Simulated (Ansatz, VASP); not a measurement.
# One calculation of Sc4InSb, two programs

Contents of INCAR:

```
PREC     = Accurate       # precision mode
ENCUT    = 520            # plane-wave cutoff, eV
EDIFF    = 1E-6           # SCF threshold, eV
ISMEAR   = 0              # smearing method
SIGMA    = 0.1            # smearing width, eV
LREAL    = F              # projectors in reciprocal space
LASPH    = T              # aspherical terms in the spheres
NELM     = 100            # most SCF steps
ALGO     = Normal         # electronic algorithm
ISIF     = 2              # what is computed and relaxed
LWAVE    = F              # write WAVECAR
LCHARG   = F              # write CHGCAR
GGA      = PE             # functional
NBANDS   = 40             # bands
```

KPOINTS

```
regular mesh
0
Gamma
  4 4 4
```

File POSCAR:

```
Sc4InSb
1.0
    4.3862500000      0.0000000000      0.0000000000
    0.0000000000      4.3862500000      0.0000000000
    0.0000000000      0.0000000000      6.3314444200
Sc In Sb
4 1 1
Direct
    0.5000000000      0.0000000000      0.2657380100
    0.5000000000      0.0000000000      0.7342619900
    0.0000000000      0.5000000000      0.7342619900
    0.0000000000      0.5000000000      0.2657380100
    0.0000000000      0.0000000000      0.5000000000
    0.5000000000      0.5000000000      0.0000000000
```

Input for Ansatz:

```yaml
crystal:
  lattice:
    - [4.38625, 0.0, 0.0]
    - [0.0, 4.38625, 0.0]
    - [0.0, 0.0, 6.33144442]
  atoms:
    - { symbol: Sc, position: [0.5, 0.0, 0.26573801] }
    - { symbol: Sc, position: [0.5, 0.0, 0.73426199] }
    - { symbol: Sc, position: [0.0, 0.5, 0.73426199] }
    - { symbol: Sc, position: [0.0, 0.5, 0.26573801] }
    - { symbol: In, position: [0.0, 0.0, 0.5] }
    - { symbol: Sb, position: [0.5, 0.5, 0.0] }
basis:
  ecutwfc: 420
kpoints:
  mp_grid: { grid: [4, 4, 4] }
hamiltonian:
  xc: pbe
scf:
  occupations: { method: gaussian, width: 0.1 }
  lower_state_search: "off"
output:
  forces: true
  stress: true
  eigenvalues: true
```

Change from the starting cell: species swapped into the CaSnF4 type (P4/mmm, No. 123).

Alike in both runs: task single point; functional PBE; k mesh 4 × 4 × 4; occupations gaussian, width 0.1 eV; no spin polarisation.

|  | VASP | Ansatz |
| --- | --- | --- |
| version | VASP 6.6.1 | Ansatz 0.2.0 |
| potentials or method | VASP PAW PBE potentials, release 64 (Sc_sv, In_d, Sb), cutoff 520 eV | scalar-relativistic, plane waves, PAW |
| valence electrons in the cell | 62 | 72 |

|  | VASP | Ansatz | Ansatz less VASP |
| --- | --- | --- | --- |
| gap on the k mesh at the Fermi level (eV) | none | none | - |
| rms of the force components (eV/Å) | 0.479 | 0.481 | +0.0024 |

Atom by atom the forces differ by 0.002 eV/Å (rms over components). A gap of «none» marks a metal or a gap that the smearing closes. VASP's potentials hold 62 valence electrons a cell and Ansatz's 72, so a difference there can come from the potentials and not from the codes.

Spin-orbit coupling is off throughout.
